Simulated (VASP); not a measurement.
# Mg3Zn2O5 (P1) in VASP: relaxation of cell and atoms with PBE

Aim: the relaxation of cell and atoms of Mg3Zn2O5 with PBE.

All numbers are computed with VASP 6.6.1; they aren't measurements. Logs are shortened: lines on timing, memory, paths and dates and some standing lists are left out, and cuts for length are marked.

### Step 1. The cell of the first run

The typed cell holds 10 atoms: a = 3.031 Å, b = 4.344 Å, c = 8.153 Å, α = 107.47°, β = 101.49°, γ = 89.58°.

### Step 2. Relaxation of cell and atoms, PBE

INCAR

```
  PREC = Accurate
  ENCUT = 600
  EDIFF = 1E-6
  ISMEAR = 0
  SIGMA = 0.1
  LREAL = False
  LASPH = True
  NELM = 100
  ALGO = Normal
  ISIF = 3
  LWAVE = False
  LCHARG = False
  GGA = PE
  IBRION = 2
  NSW = 80
  EDIFFG = -0.025
```

KPOINTS

```
regular mesh
0
Gamma
  4 4 4
```

POSCAR

```
Mg3Zn2O5
1.0
    3.0304373951     -0.0109698687      0.0183719095
    0.0154732707     -4.3434803039      0.0751579127
   -1.5687650864      2.3100861343     -7.6602418605
Mg Zn O
3 2 5
Direct
    0.5786878616      0.5725657789      0.2029240128
    0.3928116266      0.4045957028      0.7907928083
    0.9628645612      0.9842228288      0.9940950935
    0.2127389100      0.1882342357      0.4038827452
    0.8122614799      0.8110551015      0.5931299413
    0.4280094835      0.9159703981      0.7942230038
    0.1877168015      0.6937619138      0.4092223320
    0.0445454574      0.5082687115      0.0186665778
    0.8143442763      0.3299273148      0.6041743587
    0.5660195418      0.0913980142      0.1888891266
```

Potentials or basis: VASP PAW PBE potentials, release 64 (Mg, Zn, O).

Run with:

```console
$ cat potpaw_PBE.64/Mg/POTCAR potpaw_PBE.64/Zn/POTCAR potpaw_PBE.64/O/POTCAR > POTCAR
$ mpirun -np 1 vasp_std > vasp.out
```

OUTCAR:

```text
PREC = Accurate
   ENCUT = 600
   EDIFF = 1E-6
   ISMEAR = 0
   LREAL = False
   LASPH = True
   NELM = 100
   ISIF = 3
   GGA = PE
   IBRION = 2
   NSW = 80
   EDIFFG = -0.025

 ion  position               nearest neighbor table
   1  0.579  0.573  0.203-   8 1.93  10 2.06   7 2.18   7 2.18   8 2.22  10 2.29   5 2.97   3 2.99
                             4 3.02   3 3.02   4 3.02   4 3.08   4 3.12   2 3.15   3 3.18   3 3.18
   2  0.393  0.405  0.791-   9 2.04   9 2.13   6 2.13   6 2.22   8 2.25   8 2.37   3 2.91   4 2.95
                             5 2.96   3 3.02   5 3.02   5 3.06   3 3.11   5 3.14   1 3.15   3 3.24
   3  0.963  0.984  0.994-   6 2.01  10 2.12  10 2.12   8 2.14   8 2.24   6 2.31   2 2.91   1 2.99
                             2 3.02   1 3.02   5 3.07   2 3.11   4 3.12   1 3.18   1 3.18   2 3.24
   4  0.213  0.188  0.404-   9 2.14   9 2.16   7 2.16  10 2.17   7 2.18  10 2.30   2 2.95   5 2.95
                             5 2.97   1 3.02   1 3.02   1 3.08   1 3.12   3 3.12
   5  0.812  0.811  0.593-   7 2.00   9 2.12   7 2.12   6 2.13   6 2.17   9 2.23   4 2.95   2 2.96
                             1 2.97   4 2.97   2 3.02   2 3.06   3 3.07   2 3.14
   6  0.428  0.916  0.794-   3 2.01   2 2.13   5 2.13   5 2.17   2 2.22   3 2.31
   7  0.188  0.694  0.409-   5 2.00   5 2.12   4 2.16   1 2.18   1 2.18   4 2.18
   8  0.045  0.508  0.019-   1 1.93   3 2.14   1 2.22   3 2.24   2 2.25   2 2.37
   9  0.814  0.330  0.604-   2 2.04   5 2.12   2 2.13   4 2.14   4 2.16   5 2.23
  10  0.566  0.091  0.189-   1 2.06   3 2.12   3 2.12   4 2.17   1 2.29   4 2.30

  LATTYP: Found a triclinic cell.
 ALAT       =     3.0305129385
 B/A-ratio  =     2.4521557728
 C/A-ratio  =     2.6318964161
 COS(alpha) =     0.0065090564
 COS(beta)  =     0.1803708499
 COS(gamma) =     0.8113497079

  Lattice vectors:

 A1 = (  -3.0304373951,   0.0109698687,  -0.0183719095)
 A2 = (  -6.0454015195,  -4.3215405665,   0.0384140937)
 A3 = (  -1.4771455794,   2.0443640383,   7.5667120383)

Analysis of symmetry for initial positions (statically):
=====================================================================
 Subroutine PRICEL returns:
 Original cell was already a primitive cell.

 Routine SETGRP: Setting up the symmetry group for a
 triclinic supercell.

 Subroutine GETGRP returns: Found  1 space group operations
 (whereof  1 operations were pure point group operations)
 out of a pool of  2 trial point group operations.

The static configuration has the point symmetry C_1 .

Analysis of symmetry for dynamics (positions and initial velocities):
=====================================================================
 Subroutine PRICEL returns:
 Original cell was already a primitive cell.

 Routine SETGRP: Setting up the symmetry group for a
 triclinic supercell.

 Subroutine GETGRP returns: Found  1 space group operations
 (whereof  1 operations were pure point group operations)
 out of a pool of  2 trial point group operations.

The dynamic configuration has the point symmetry C_1 .

 Subroutine INISYM returns: Found  1 space group operations
 (whereof  1 operations are pure point group operations),
 and found     1 'primitive' translations

----------------------------------------------------------------------------------------

                                     Primitive cell

  volume of cell :     100.1784

  direct lattice vectors                    reciprocal lattice vectors
     3.030437395 -0.010969869  0.018371909     0.330395582  0.000006228 -0.067660875
     0.015473271 -4.343480304  0.075157913    -0.000415171 -0.231437824 -0.069709287
    -1.568765086  2.310086134 -7.660241861     0.000788329 -0.002270721 -0.131390403

  length of vectors
     3.030512939  4.344158064  8.153332276     0.337252479  0.241708550  0.131412388

  position of ions in fractional coordinates (direct lattice)
     0.578687862  0.572565779  0.202924013
     0.392811627  0.404595703  0.790792808
     0.962864561  0.984222829  0.994095094
     0.212738910  0.188234236  0.403882745
     0.812261480  0.811055102  0.593129941
     0.428009483  0.915970398  0.794223004
     0.187716802  0.693761914  0.409222332
     0.044545457  0.508268712  0.018666578
     0.814344276  0.329927315  0.604174359
     0.566019542  0.091398014  0.188889127

  ion indices of the primitive-cell ions
   primitive index   ion index
[... 33 lines left out ...]
 ===========================================

 Found     36 irreducible k-points:

 Following reciprocal coordinates:
            Coordinates               Weight
  0.000000  0.000000  0.000000      1.000000
  0.250000  0.000000  0.000000      2.000000
  0.500000  0.000000  0.000000      1.000000
  0.000000  0.250000  0.000000      2.000000
  0.250000  0.250000  0.000000      2.000000
  0.500000  0.250000  0.000000      2.000000
[... 16 lines left out ...]
  0.000000 -0.250000  0.250000      2.000000
  0.250000 -0.250000  0.250000      2.000000
 [... further k-points ...]
   k-points           NKPTS =     36   k-points in BZ     NKDIM =     36   number of bands    NBANDS=     36
   number of dos      NEDOS =    301   number of ions     NIONS =     10
   total plane-waves  NPLWV =  60480
   dimension x,y,z NGX =    24 NGY =   36 NGZ =   70
   dimension x,y,z NGXF=    48 NGYF=   72 NGZF=  140
   ions per type =               3   2   5
   NGX,Y,Z   is equivalent  to a cutoff of  13.17, 13.78, 14.27 a.u.
   NGXF,Y,Z  is equivalent  to a cutoff of  26.33, 27.55, 28.55 a.u.
 SYSTEM =  unknown system
   PREC   = accura    normal or accurate (medium, high low for compatibility)
   ISTART =      0    job   : 0-new  1-cont  2-samecut
   ICHARG =      2    charge: 1-file 2-atom 10-const
   ISPIN  =      1    spin polarized calculation?
   LNONCOLLINEAR =      F non collinear calculations
   LSORBIT =      F    spin-orbit coupling
   LASPH  =      T    aspherical Exc in radial PAW
   ENCUT  =  600.0 eV  44.10 Ry    6.64 a.u.   6.05  8.68 16.28*2*pi/ulx,y,z
   NELM   =    100;   NELMIN=  2; NELMDL= -5     # of ELM steps
   EDIFF  = 0.1E-05   stopping-criterion for ELM
   LREAL  =      F    real-space projection
   EDIFFG = -.3E-01   stopping-criterion for IOM
   NSW    =     80    number of steps for IOM
   IBRION =      2    ionic relax: 0-MD 1-quasi-New 2-CG
   NFREE  =      1    steps in history (QN), initial steepest desc. (CG)
   ISIF   =      3    stress and relaxation
   ISYM   =      2    0-nonsym 1-usesym 2-fastsym
   POTIM  = 0.5000    time-step for ionic-motion
   TEBEG  =    0.0;   TEEND  =   0.0 temperature during run
   PSTRESS=    0.0 pullay stress
   NELECT =      60.0000    total number of electrons
   NUPDOWN=      -1.0000    fix difference up-down
   EMIN   =  10.00;   EMAX   =-10.00  energy-range for DOS
   EFERMI =   0.00;   METHOD = LEGACY
   ISMEAR =     0;   SIGMA  =   0.10  broadening in eV -4-tet -1-fermi 0-gaus
   EFERMI_NEDOS =   21; number of points for ismear=-14 and -15
   IALGO  =     38    algorithm
   IMIX   =      4    mixing-type and parameters
     AMIX     =   0.40;   BMIX     =  1.00
     AMIX_MAG =   1.60;   BMIX_MAG =  1.00
  volume/ion in A,a.u.               =      10.02        67.60
  Fermi-wavevector in a.u.,A,eV,Ry     =   1.379962  2.607751 25.909525  1.904296
  Thomas-Fermi vector in A             =   2.504883
   LORBIT       =      0    0 simple, 1 ext, 2 COOP (PROOUT), +10 PAW based schemes
   GGA     = PE    functional components
   LHFCALC =     F    Hartree Fock is set to
   AEXX    =    0.0000 exact exchange contribution
   IVDW    =     0    specifies the selected vdW correction
   LEPSILON=     F    determine dielectric tensor
   LRPA    =     F    only Hartree local field effects (RPA)
 conjugate gradient relaxation of ions
 non-spin polarized calculation
 Gauss-broadening in eV      SIGMA  =   0.10
  energy-cutoff  :      600.00
  volume of cell :      100.18
 maximum number of plane-waves:      3376
   NGX = 13   NGY = 17   NGZ = 33

--------------------------------------- Ionic step        1  -------------------------------------------

 number of electron      60.0000006 magnetization

 Free energy of the ion-electron system (eV)
  ---------------------------------------------------
  ext. energy  EPLUGINS =         0.00000000
  ---------------------------------------------------
  free energy    TOTEN  =       -52.36449398 eV

  energy without entropy =      -52.36449398  energy(sigma->0) =      -52.36449398

------------------------ aborting loop because EDIFF is reached ----------------------------------------

  FORCE on cell =-STRESS in cart. coord.  units (eV):
  Direction    XX          YY          ZZ          XY          YZ          ZX
  --------------------------------------------------------------------------------------
  -------------------------------------------------------------------------------------
  Total        1.2893802     -1.1294433     -0.7371952      0.4823682      2.9517047     -1.7003772
  in kB       20.6213770    -18.0634661    -11.7901449      7.7146337     47.2073430    -27.1945524
  external PRESSURE =      -3.0774113 kB  Pullay stress =       0.0000000 kB
[... 113 lines left out ...]
  FREE ENERGIE OF THE ION-ELECTRON SYSTEM (eV)
  ---------------------------------------------------
  free  energy   TOTEN  =       -52.9083436823 eV

  energy  without entropy=      -52.9083436823  energy(sigma->0) =      -52.90834368

[... ionic steps 4 to 11 ...]

--------------------------------------- Ionic step       12  -------------------------------------------

 number of electron      59.9999999 magnetization

------------------------ aborting loop because EDIFF is reached ----------------------------------------
[... 83 lines left out ...]
--------------------------------------- Ionic step       14  -------------------------------------------

 number of electron      60.0000002 magnetization

 Free energy of the ion-electron system (eV)
  ---------------------------------------------------
  ext. energy  EPLUGINS =         0.00000000
  ---------------------------------------------------
  free energy    TOTEN  =       -53.02732780 eV

  energy without entropy =      -53.02732780  energy(sigma->0) =      -53.02732780

 E-fermi :   3.3270     XC(G=0): -11.4201

 val. band max:        2.8503179009   @ k =   0.2500   0.5000   0.2500
 cond. band min:       5.3922486941   @ k =   0.0000   0.0000   0.0000
 fundamental gap:      2.5419307932
 Fermi energy:         3.3270343098

 k-point     1 :       0.0000    0.0000    0.0000
  band No.  band energies     occupation
      1     -14.8912      2.00000
      2     -14.0299      2.00000
      3     -13.9690      2.00000
      4     -13.4958      2.00000
      5     -13.2280      2.00000
      6      -2.3518      2.00000
[... 925 lines left out ...]
     35      12.1959      0.00000
     36      12.5975      0.00000

 [... further k-points ...]

------------------------ aborting loop because EDIFF is reached ----------------------------------------

  FORCE on cell =-STRESS in cart. coord.  units (eV):
  Direction    XX          YY          ZZ          XY          YZ          ZX
  --------------------------------------------------------------------------------------
  -------------------------------------------------------------------------------------
  Total       -0.0064761     -0.0064609     -0.0003261      0.0126017      0.0146894      0.0101278
  in kB       -0.1056749     -0.1054273     -0.0053216      0.2056310      0.2396969      0.1652625
  external PRESSURE =      -0.0721413 kB  Pullay stress =       0.0000000 kB
[... 25 lines left out ...]
  FREE ENERGIE OF THE ION-ELECTRON SYSTEM (eV)
  ---------------------------------------------------
  free  energy   TOTEN  =       -53.0273277990 eV

  energy  without entropy=      -53.0273277990  energy(sigma->0) =      -53.02732780

 reached required accuracy - stopping structural energy minimisation
```

It took 15 min on 1 thread of Intel Xeon 6975P-C (Granite Rapids), shared host; peak memory 0.33 GiB.

Results:

```yaml
Free_energy: -53.0273 eV
Relaxed_volume: 9.82 Å³/atom
Relaxed_cell: a = 3.035 Å, b = 4.275 Å, c = 8.005 Å, α = 105.51°, β = 100.84°, γ = 89.99°
Space_group_after_relaxing_to_0.05_Å: Immm (No. 71)
Energy_gained_by_relaxing: 66.3 meV/atom
Ionic_steps: 14
Pressure_after_relaxing: 0.0 GPa
Largest_force_after_relaxing: 0.024 eV/Å
Band_gap_on_the_k_mesh: 2.54 eV, indirect (least direct gap 2.79 eV)
```

Forces on the atoms (eV/Å):
```
Mg   0.009  0.005  0.022
Mg  -0.015 -0.005 -0.014
Mg   0.012 -0.004 -0.011
Zn  -0.001  0.000  0.007
Zn  -0.008 -0.012 -0.009
O   -0.015 -0.005  0.015
O    0.009  0.009 -0.004
O    0.006  0.006 -0.004
O   -0.005 -0.001 -0.008
O    0.009  0.007  0.005
```

The path:
| step | energy change (eV) | largest force (eV/Å) | pressure (GPa) | volume (Å³) |
| --- | --- | --- | --- | --- |
| 1 | 0.0000 | 2.1382 | -0.31 | 100.18 |
| 2 | -0.4518 | 0.6777 | -1.58 | 99.87 |
| 3 | -0.5438 | 0.6775 | -1.56 | 99.58 |
| 4 | -0.6190 | 0.3290 | 0.72 | 97.91 |
| 5 | -0.6223 | 0.2892 | 1.41 | 97.49 |
| 6 | -0.6487 | 0.1507 | -0.36 | 98.47 |
| 7 | -0.6502 | 0.1388 | -0.88 | 98.78 |
| 8 | -0.6575 | 0.1003 | 0.21 | 98.09 |
| 9 | -0.6576 | 0.1038 | 0.28 | 98.02 |
| 10 | -0.6609 | 0.0542 | 0.11 | 98.12 |
| 11 | -0.6616 | 0.0578 | -0.01 | 98.19 |
| 12 | -0.6623 | 0.0349 | -0.01 | 98.20 |
| 13 | -0.6625 | 0.0360 | -0.01 | 98.20 |
| 14 | -0.6628 | 0.0243 | -0.01 | 98.19 |

Final structure:
```
CELL_PARAMETERS angstrom
3.03545 -0.00033 -0.00275
0.00024 -4.27546 0.00018
-1.51158 2.13990 -7.56439
ATOMIC_POSITIONS crystal
Mg 0.59776 0.59978 0.19889
Mg 0.40227 0.40025 0.80120
Mg 0.99927 0.99990 0.99991
Zn 0.19936 0.19964 0.39899
Zn 0.80189 0.79988 0.60093
O 0.40477 0.90271 0.80591
O 0.19539 0.69756 0.39435
O 0.99953 0.50015 0.99996
O 0.80454 0.30255 0.60554
O 0.59522 0.09758 0.19432
```

Levels at points of the mesh, in eV from the valence-band top:
```
           k point  band 28  band 29  band 30  band 31  band 32  band 33
(0.00, 0.00, 0.00)    -0.56    -0.38    -0.24     2.54     5.87     6.94
(0.50, 0.00, 0.00)    -1.56    -0.68    -0.48     5.79     5.99     8.47
(0.00, 0.50, 0.00)    -0.35    -0.12    -0.05     5.92     5.95     6.60
(0.50, 0.50, 0.00)    -0.30    -0.20    -0.14     6.48     7.34     8.03
(0.00, 0.00, 0.50)    -0.62    -0.55    -0.11     3.68     4.70     6.51
(0.50, 0.00, 0.50)    -1.56    -0.69    -0.47     5.78     6.00     8.47
(0.00, 0.50, 0.50)    -0.35    -0.12    -0.05     5.92     5.96     6.60
(0.50, 0.50, 0.50)    -0.30    -0.21    -0.14     6.48     7.34     8.03
```

Caveat: the k points lie up to 0.53 Å⁻¹ apart in the final cell.
